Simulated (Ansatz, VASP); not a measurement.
# AlP: VASP beside Ansatz

INCAR

```
SYSTEM = AlP
PREC = Accurate ; ENCUT = 500
EDIFF = 1E-6 ; ISMEAR = 0
SIGMA = 0.01 ; LREAL = .FALSE.
LASPH = .TRUE. ; NELM = 120
ALGO = Normal ; ISIF = 2
LWAVE = .FALSE. ; LCHARG = .FALSE.
NBANDS = 11 ; GGA_COMPAT = .FALSE.
```

KPOINTS

```
Automatic mesh
0
G
  8 8 8
  0 0 0
```

POSCAR

```
AlP
1.0
    0.0000000000      2.7169259382      2.7305105679
    2.7169259382      0.0000000000      2.7305105679
    2.7169259382      2.7169259382      0.0000000000
Al P
1 1
Direct
    0.0000000000      0.0000000000      0.0000000000
    0.7500000000      0.7500000000      0.7500000000
```

Input for Ansatz:

```yaml
crystal:
  lattice:
    - [0.0, 2.71692593824, 2.73051056793]
    - [2.71692593824, 0.0, 2.73051056793]
    - [2.71692593824, 2.71692593824, 0.0]
  atoms:
    - { symbol: Al, position: [0.0, 0.0, 0.0] }
    - { symbol: P, position: [0.75, 0.75, 0.75] }
kpoints:
  mp_grid: { grid: [8, 8, 8] }
scf:
  occupations: { method: fixed }
  convergence: { dr2_threshold: 1.0e-10 }
hamiltonian:
  xc: lda
  pseudopotentials: { kind: all_electron, lapw: { basis_error: 0.0005 } }
output:
  forces: true
  stress: true
  eigenstates:
    kpoints:
      - [0.0, 0.0, 0.0]
      - [0.0, -0.5, -0.5]
      - [-0.5, 0.0, -0.5]
      - [-0.5, -0.5, 0.0]
      - [0.0, 0.5, 0.0]
      - [0.5, 0.0, 0.0]
      - [0.0, 0.0, 0.5]
      - [0.5, 0.5, 0.5]
  eigenvalues: true
```

Change from the starting cell: z stretched by +0.5 %, x and y held.

Alike in both runs: task single point; functional LDA; k mesh 8 × 8 × 8; no spin polarisation.

```csv
,VASP,Ansatz
version,VASP 6.6.1,Ansatz 0.2.0
potentials or method,"VASP PAW LDA potentials, release 64 (Al, P), cutoff 500 eV","all-electron LAPW, scalar-relativistic"
occupations,"gaussian, width 0.01 eV",fixed
```

|  | VASP | Ansatz | Ansatz less VASP |
| --- | --- | --- | --- |
| gap on the k mesh at the Fermi level (eV) | 1.41 | 1.41 | +0.005 |
| pressure (GPa) | -0.4 | -0.5 | -0.08 |
| traceless stress, the component that is largest in VASP (GPa) | -0.22 | -0.22 | -0.001 |

LDA's correlation is that of Perdew and Zunger in VASP and of Perdew and Wang (1992) in Ansatz. Ansatz ran all-electron here, and VASP with PAW potentials.
